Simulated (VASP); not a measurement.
# NiO (Fm-3m) in VASP: single point with PBEsol+U

Aim: the single point of NiO with PBEsol+U.

Everything below comes from runs of VASP 6.6.1. Logs are shortened: lines on timing, memory, paths and dates and some standing lists are left out, and cuts for length are marked.

**1. The cell of the first run**

It takes space group Fm-3m (No. 225, cubic). Conventional cell: a = 4.183 Å, b = 4.183 Å, c = 4.183 Å, α = 90.00°, β = 90.00°, γ = 90.00°. Within 2.8 Å of Ni (site symmetry m-3m) lie 6 O at 2.09 Å. O (site symmetry m-3m) has 6 Ni at 2.09 Å within 2.8 Å.

**2. Single point, PBEsol+U**

INCAR reads:

```
PREC = Accurate
ENCUT = 600
EDIFF = 1E-6
ISMEAR = 0
SIGMA = 0.05
LREAL = False
LASPH = True
NELM = 200
ALGO = Normal
ISIF = 2
LWAVE = False
LCHARG = True
LMAXMIX = 4
LDAU = True
LDAUTYPE = 2
LDAUL = 2 -1
LDAUU = 7.5 0
LDAUJ = 0 0
LDAUPRINT = 1
GGA = PS
LELF = True
LVHAR = True
NBANDS = 24
GGA_COMPAT = False
```

KPOINTS reads:

```
regular mesh
0
Gamma
  9 9 9
```

POSCAR reads:

```
NiO
1.0
    0.0000000000      2.0913095100      2.0913095100
    2.0913095100      0.0000000000      2.0913095100
    4.1826190200      4.1826190200      0.0000000000
Ni O
2 2
Direct
    0.0000000000      0.0000000000      0.0000000000
    0.0000000000      0.0000000000      0.5000000000
    0.5000000000      0.5000000000      0.2500000000
    0.5000000000      0.5000000000      0.7500000000
```

Potentials or basis: VASP PAW PBE potentials, release 64 (Ni, O).

Started as:

```console
> cat potpaw_PBE.64/Ni/POTCAR potpaw_PBE.64/O/POTCAR > POTCAR
> mpirun -np 1 vasp_std > vasp.out
```

OUTCAR:

```text
PREC = Accurate
   ENCUT = 600
   EDIFF = 1E-6
   ISMEAR = 0
   LREAL = False
   LASPH = True
   NELM = 200
   ISIF = 2
   GGA = PS

 ion  position               nearest neighbor table
   1  0.000  0.000  0.000-   4 2.09   3 2.09   4 2.09   3 2.09   4 2.09   3 2.09   2 2.96   2 2.96
                             2 2.96   2 2.96   2 2.96   2 2.96
   2  0.000  0.000  0.500-   3 2.09   3 2.09   4 2.09   3 2.09   4 2.09   4 2.09   1 2.96   1 2.96
                             1 2.96   1 2.96   1 2.96   1 2.96
   3  0.500  0.500  0.250-   1 2.09   1 2.09   2 2.09   1 2.09   2 2.09   2 2.09
   4  0.500  0.500  0.750-   2 2.09   1 2.09   2 2.09   1 2.09   2 2.09   1 2.09

  LATTYP: Found a trigonal (rhomboedric) cell.
 ALAT       =     5.1226411937
 COS(alpha) =     0.8333333333

  Lattice vectors:

 A1 = (   4.1826190200,   2.0913095100,  -2.0913095100)
 A2 = (   2.0913095100,   2.0913095100,  -4.1826190200)
 A3 = (   2.0913095100,   4.1826190200,  -2.0913095100)

Analysis of symmetry for initial positions (statically):
=====================================================================
 Subroutine PRICEL returns following result:

  LATTYP: Found a face centered cubic cell.
 ALAT       =     4.1826190200

  Lattice vectors:

 A1 = (   0.0000000000,   2.0913095100,   2.0913095100)
 A2 = (   2.0913095100,   0.0000000000,   2.0913095100)
 A3 = (   2.0913095100,   2.0913095100,   0.0000000000)

   2 primitive cells build up your supercell.

 Routine SETGRP: Setting up the symmetry group for a
 trigonal (rhombohedral) supercell.

 Subroutine GETGRP returns: Found 12 space group operations
 (whereof 12 operations were pure point group operations)
 out of a pool of 12 trial point group operations.

The static configuration has the point symmetry D_3d.

Analysis of symmetry for dynamics (positions and initial velocities):
=====================================================================
 Subroutine PRICEL returns following result:

  LATTYP: Found a face centered cubic cell.
 ALAT       =     4.1826190200

  Lattice vectors:

 A1 = (   0.0000000000,   2.0913095100,   2.0913095100)
 A2 = (   2.0913095100,   0.0000000000,   2.0913095100)
 A3 = (   2.0913095100,   2.0913095100,   0.0000000000)

   2 primitive cells build up your supercell.

 Routine SETGRP: Setting up the symmetry group for a
 trigonal (rhombohedral) supercell.

 Subroutine GETGRP returns: Found 12 space group operations
 (whereof 12 operations were pure point group operations)
 out of a pool of 12 trial point group operations.

The dynamic configuration has the point symmetry D_3d.

 Subroutine INISYM returns: Found 12 space group operations
 (whereof 12 operations are pure point group operations),
 and found     2 'primitive' translations

----------------------------------------------------------------------------------------

                                     Primitive cell

  volume of cell :      18.2930

  direct lattice vectors                    reciprocal lattice vectors
     0.000000000  2.091309510  2.091309510    -0.239084649  0.239084649  0.239084649
     2.091309510  0.000000000  2.091309510     0.239084649 -0.239084649  0.239084649
     2.091309510  2.091309510  0.000000000     0.239084649  0.239084649 -0.239084649

  length of vectors
     2.957558272  2.957558272  2.957558272     0.414106759  0.414106759  0.414106759

  position of ions in fractional coordinates (direct lattice)
     0.000000000  0.000000000  0.000000000
     0.500000000  0.500000000  0.500000000

  ion indices of the primitive-cell ions
   primitive index   ion index
                 1           1
                 2           3

----------------------------------------------------------------------------------------

 KPOINTS: regular mesh

Automatic generation of k-mesh.
 Grid dimensions read from file:
[... 57 lines left out ...]
   ISTART =      0    job   : 0-new  1-cont  2-samecut
   ICHARG =      2    charge: 1-file 2-atom 10-const
   ISPIN  =      1    spin polarized calculation?
   LNONCOLLINEAR =      F non collinear calculations
   LSORBIT =      F    spin-orbit coupling
   LASPH  =      T    aspherical Exc in radial PAW
   ENCUT  =  600.0 eV  44.10 Ry    6.64 a.u.   5.91  5.91 11.81*2*pi/ulx,y,z
   NELM   =    200;   NELMIN=  2; NELMDL= -5     # of ELM steps
   EDIFF  = 0.1E-05   stopping-criterion for ELM
   LREAL  =      F    real-space projection
[... 7 lines left out ...]
   TEBEG  =    0.0;   TEEND  =   0.0 temperature during run
   PSTRESS=    0.0 pullay stress
   NELECT =      32.0000    total number of electrons
   NUPDOWN=      -1.0000    fix difference up-down
   EMIN   =  10.00;   EMAX   =-10.00  energy-range for DOS
   EFERMI =   0.00;   METHOD = LEGACY
   ISMEAR =     0;   SIGMA  =   0.05  broadening in eV -4-tet -1-fermi 0-gaus
   EFERMI_NEDOS =   21; number of points for ismear=-14 and -15
   IALGO  =     38    algorithm
   IMIX   =      4    mixing-type and parameters
     AMIX     =   0.40;   BMIX     =  1.00
     AMIX_MAG =   1.60;   BMIX_MAG =  1.00
  volume/ion in A,a.u.               =       9.15        61.72
  Fermi-wavevector in a.u.,A,eV,Ry     =   1.565621  2.958594 33.350161  2.451168
  Thomas-Fermi vector in A             =   2.668070
   LORBIT       =      0    0 simple, 1 ext, 2 COOP (PROOUT), +10 PAW based schemes
 LDA+U is selected, type is set to LDAUTYPE =  2
   angular momentum for each species LDAUL =     2   -1
   U (eV)           for each species LDAUU =   7.5  0.0
   J (eV)           for each species LDAUJ =   0.0  0.0
   GGA     = PS    functional components
   LHFCALC =     F    Hartree Fock is set to
   AEXX    =    0.0000 exact exchange contribution
   IVDW    =     0    specifies the selected vdW correction
   LEPSILON=     F    determine dielectric tensor
   LRPA    =     F    only Hartree local field effects (RPA)
 non-spin polarized calculation
 Gauss-broadening in eV      SIGMA  =   0.05
  energy-cutoff  :      600.00
  volume of cell :       36.59
 maximum number of plane-waves:      1236
   NGX = 11   NGY = 11   NGZ = 23

atom =   1  type =  1  l = 2

 onsite density matrix

spin component  1

  0.9811 -0.0000 -0.0000 -0.0000 -0.0000
 -0.0000  0.9811 -0.0000  0.0000  0.0000
 -0.0000 -0.0000  0.6798 -0.0000  0.0000
 -0.0000  0.0000 -0.0000  0.9811 -0.0000
 -0.0000  0.0000  0.0000 -0.0000  0.6798

spin component  2

  0.9811 -0.0000 -0.0000 -0.0000 -0.0000
 -0.0000  0.9811 -0.0000  0.0000  0.0000
 -0.0000 -0.0000  0.6798 -0.0000  0.0000
 -0.0000  0.0000 -0.0000  0.9811 -0.0000
 -0.0000  0.0000  0.0000 -0.0000  0.6798

 occupancies and eigenvectors

  o =  0.6798  v =  0.0000  0.0000  0.9841  0.0000 -0.1777  0.0000  0.0000  0.0000  0.0000  0.0000      0.0000  0.0000  0.0000  0.0000  0.0000  0.0000  0.0000  0.0000  0.0000  0.0000
  o =  0.6798  v =  0.0000  0.0000  0.0000  0.0000  0.0000  0.0000  0.0000  0.9841  0.0000 -0.1777      0.0000  0.0000  0.0000  0.0000  0.0000  0.0000  0.0000  0.0000  0.0000  0.0000
  o =  0.6798  v =  0.0000 -0.0000  0.1777  0.0000  0.9841  0.0000  0.0000  0.0000  0.0000  0.0000      0.0000  0.0000  0.0000  0.0000  0.0000  0.0000  0.0000  0.0000  0.0000  0.0000
  o =  0.6798  v =  0.0000  0.0000  0.0000  0.0000  0.0000  0.0000 -0.0000  0.1777  0.0000  0.9841      0.0000  0.0000  0.0000  0.0000  0.0000  0.0000  0.0000  0.0000  0.0000  0.0000
  o =  0.9811  v =  0.0000  0.0000  0.0000  0.0000  0.0000 -0.3528 -0.8141  0.0000  0.4613 -0.0000      0.0000  0.0000  0.0000  0.0000  0.0000  0.0000  0.0000  0.0000  0.0000  0.0000
  o =  0.9811  v = -0.3528 -0.8141  0.0000  0.4613 -0.0000  0.0000  0.0000  0.0000  0.0000  0.0000      0.0000  0.0000  0.0000  0.0000  0.0000  0.0000  0.0000  0.0000  0.0000  0.0000
  o =  0.9811  v =  0.7363  0.0626 -0.0000  0.6737 -0.0000  0.0000  0.0000  0.0000  0.0000  0.0000      0.0000  0.0000  0.0000  0.0000  0.0000  0.0000  0.0000  0.0000  0.0000  0.0000
  o =  0.9811  v =  0.0000  0.0000  0.0000  0.0000  0.0000  0.7363  0.0626 -0.0000  0.6737 -0.0000      0.0000  0.0000  0.0000  0.0000  0.0000  0.0000  0.0000  0.0000  0.0000  0.0000
  o =  0.9812  v =  0.0000  0.0000  0.0000  0.0000  0.0000 -0.5774  0.5774 -0.0000  0.5774 -0.0000      0.0000  0.0000  0.0000  0.0000  0.0000  0.0000  0.0000  0.0000  0.0000  0.0000
  o =  0.9812  v = -0.5774  0.5774 -0.0000  0.5774 -0.0000  0.0000  0.0000  0.0000  0.0000  0.0000      0.0000  0.0000  0.0000  0.0000  0.0000  0.0000  0.0000  0.0000  0.0000  0.0000

atom =   2  type =  1  l = 2

 onsite density matrix

spin component  1

  0.9811 -0.0000 -0.0000 -0.0000 -0.0000
 -0.0000  0.9811 -0.0000  0.0000  0.0000
 -0.0000 -0.0000  0.6798 -0.0000 -0.0000
 -0.0000  0.0000 -0.0000  0.9811 -0.0000
 -0.0000  0.0000 -0.0000 -0.0000  0.6798

spin component  2

  0.9811 -0.0000 -0.0000 -0.0000 -0.0000
 -0.0000  0.9811 -0.0000  0.0000  0.0000
 -0.0000 -0.0000  0.6798 -0.0000 -0.0000
 -0.0000  0.0000 -0.0000  0.9811 -0.0000
 -0.0000  0.0000 -0.0000 -0.0000  0.6798

 occupancies and eigenvectors

  o =  0.6798  v =  0.0000 -0.0000  0.0410  0.0000  0.9992  0.0000  0.0000  0.0000  0.0000  0.0000      0.0000  0.0000  0.0000  0.0000  0.0000  0.0000  0.0000  0.0000  0.0000  0.0000
  o =  0.6798  v =  0.0000  0.0000  0.0000  0.0000  0.0000  0.0000 -0.0000  0.0410  0.0000  0.9992      0.0000  0.0000  0.0000  0.0000  0.0000  0.0000  0.0000  0.0000  0.0000  0.0000
  o =  0.6798  v =  0.0000  0.0000  0.9992  0.0000 -0.0410  0.0000  0.0000  0.0000  0.0000  0.0000      0.0000  0.0000  0.0000  0.0000  0.0000  0.0000  0.0000  0.0000  0.0000  0.0000
  o =  0.6798  v =  0.0000  0.0000  0.0000  0.0000  0.0000  0.0000  0.0000  0.9992  0.0000 -0.0410      0.0000  0.0000  0.0000  0.0000  0.0000  0.0000  0.0000  0.0000  0.0000  0.0000
  o =  0.9811  v =  0.0000  0.0000  0.0000  0.0000  0.0000  0.4036  0.8165 -0.0000 -0.4129  0.0000      0.0000  0.0000  0.0000  0.0000  0.0000  0.0000  0.0000  0.0000  0.0000  0.0000
  o =  0.9811  v =  0.4036  0.8165 -0.0000 -0.4129  0.0000  0.0000  0.0000  0.0000  0.0000  0.0000      0.0000  0.0000  0.0000  0.0000  0.0000  0.0000  0.0000  0.0000  0.0000  0.0000
  o =  0.9811  v =  0.0000  0.0000  0.0000  0.0000  0.0000  0.7098  0.0054 -0.0000  0.7044 -0.0000      0.0000  0.0000  0.0000  0.0000  0.0000  0.0000  0.0000  0.0000  0.0000  0.0000
  o =  0.9811  v =  0.7098  0.0054 -0.0000  0.7044 -0.0000  0.0000  0.0000  0.0000  0.0000  0.0000      0.0000  0.0000  0.0000  0.0000  0.0000  0.0000  0.0000  0.0000  0.0000  0.0000
  o =  0.9812  v =  0.0000  0.0000  0.0000  0.0000  0.0000 -0.5774  0.5774 -0.0000  0.5774 -0.0000      0.0000  0.0000  0.0000  0.0000  0.0000  0.0000  0.0000  0.0000  0.0000  0.0000
  o =  0.9812  v = -0.5774  0.5774 -0.0000  0.5774 -0.0000  0.0000  0.0000  0.0000  0.0000  0.0000      0.0000  0.0000  0.0000  0.0000  0.0000  0.0000  0.0000  0.0000  0.0000  0.0000

 number of electron      32.0000010 magnetization

 Free energy of the ion-electron system (eV)
  ---------------------------------------------------
  ext. energy  EPLUGINS =         0.00000000
  ---------------------------------------------------
  free energy    TOTEN  =       -16.60021334 eV

  energy without entropy =      -16.59518599  energy(sigma->0) =      -16.59769966

 E-fermi :   6.8839     XC(G=0): -12.8624

 val. band max:        6.8831953098   @ k =  -0.3333   0.2222   0.1111
 cond. band min:       6.8956041579   @ k =   0.3333   0.0000   0.2222
 fundamental gap:      0.0124088481
 Fermi energy:         6.8838940925

 k-point     1 :       0.0000    0.0000    0.0000
  band No.  band energies     occupation
      1     -12.9666      2.00000
      2     -11.6389      2.00000
      3      -1.1975      2.00000
      4       1.4414      2.00000
      5       1.4414      2.00000
      6       2.8563      2.00000
[... 637 lines left out ...]
     23      18.1362      0.00000
     24      21.4137      0.00000

 [... further k-points ...]

------------------------ aborting loop because EDIFF is reached ----------------------------------------

  FORCE on cell =-STRESS in cart. coord.  units (eV):
  Direction    XX          YY          ZZ          XY          YZ          ZX
  --------------------------------------------------------------------------------------
  -------------------------------------------------------------------------------------
  Total       -5.8113000     -5.8113000     -5.8113000     -0.0175855      0.0175855      0.0175855
  in kB     -254.4889622   -254.4889622   -254.4889622     -0.7701070      0.7701070      0.7701070
  external PRESSURE =    -254.4889622 kB  Pullay stress =       0.0000000 kB

 VOLUME and BASIS-vectors are now :
 -----------------------------------------------------------------------------
  energy-cutoff  :      600.00
  volume of cell :       36.59
      direct lattice vectors                 reciprocal lattice vectors
     0.000000000  2.091309510  2.091309510    -0.239084649  0.239084649  0.239084649
     2.091309510  0.000000000  2.091309510     0.239084649 -0.239084649  0.239084649
     4.182619020  4.182619020  0.000000000     0.119542324  0.119542324 -0.119542324

 POSITION                                       TOTAL-FORCE (eV/Angst)
 -----------------------------------------------------------------------------------
      0.00000      0.00000      0.00000         0.000000      0.000000      0.000000
      2.09131      2.09131      0.00000         0.000000      0.000000      0.000000
      2.09131      2.09131      2.09131        -0.000000     -0.000000     -0.000000
      4.18262      4.18262      2.09131        -0.000000     -0.000000     -0.000000
 -----------------------------------------------------------------------------------
    total drift:                                0.000000     -0.000000     -0.000000

  FREE ENERGIE OF THE ION-ELECTRON SYSTEM (eV)
  ---------------------------------------------------
  free  energy   TOTEN  =       -16.6002133357 eV

  energy  without entropy=      -16.5951859905  energy(sigma->0) =      -16.59769966
```

Run time: 1.8 min. Hardware: 1 thread of Oxide Virtual Turin-like, shared host; peak memory 0.19 GiB.

Results:

```
Free energy            : -16.6002 eV
Pressure               : -25.4 GPa
Band gap on the k mesh : zero (bands 16 and 17 overlap by 0.36 eV)
```

Eigenvalues of the final occupation matrices:
```
    site  spin  trace               eigenvalues
site 1 d     1   4.30  0.68 0.68 0.98 0.98 0.98
site 1 d     2   4.30  0.68 0.68 0.98 0.98 0.98
site 2 d     1   4.30  0.68 0.68 0.98 0.98 0.98
site 2 d     2   4.30  0.68 0.68 0.98 0.98 0.98
```

Caveat: the cell stands under tension; the PAW data sets were made with another functional, which shifts forces and pressure a little; the run has no spin polarisation, though such a crystal can be magnetic; U without spin polarisation on a metal has little footing. Spin polarisation is off, so any magnetic state and its effect on volume and gap are missing.
